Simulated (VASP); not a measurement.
Input of a VASP 6.6.1 run:

The input INCAR:

```
SYSTEM = TiAl
  PREC = Accurate
  ENCUT = 520
  EDIFF = 1E-6
  ISMEAR = 0
  SIGMA = 0.15
  LREAL = .FALSE.
  LASPH = .TRUE.
  NELM = 150
  ALGO = Normal
  ISIF = 2
  LWAVE = .FALSE.
  LCHARG = .TRUE.
  ISPIN = 2
  MAGMOM = 0.625 0
  LORBIT = 11
  NUPDOWN = 0.625
  LMAXMIX = 4
  GGA = PS
  LELF = .TRUE.
  LVHAR = .TRUE.
  NBANDS = 18
```

File KPOINTS:

```
regular mesh
0
G
  21 21 12
  0 0 0
```

POSCAR

```
TiAl
1.0
    2.7694960644      0.0000000000      0.0000000000
   -1.3847480322      2.3984539475      0.0000000000
    0.0000000000      0.0000000000      4.4925796926
Ti Al
1 1
Direct
    0.0000000000      0.0000000000      0.0000000000
    0.3333333333      0.6666666667      0.5000000000
```

Potentials or basis: VASP PAW PBE potentials, release 64 (Ti_sv, Al).

Run with:

```sh
$ cat potpaw_PBE.64/Ti_sv/POTCAR potpaw_PBE.64/Al/POTCAR > POTCAR
$ mpirun -np 1 vasp_std > vasp.out
```

Question: Predict the pressure.

Answer: 11.3 GPa.

Stress tensor (GPa, compression positive):
```
11.36  0.00  0.00
 0.00 11.36  0.00
 0.00  0.00 11.17
```

Caveat: the PAW data sets were made with another functional, which shifts forces and pressure a little; the total moment is fixed, so each spin has its own Fermi level.
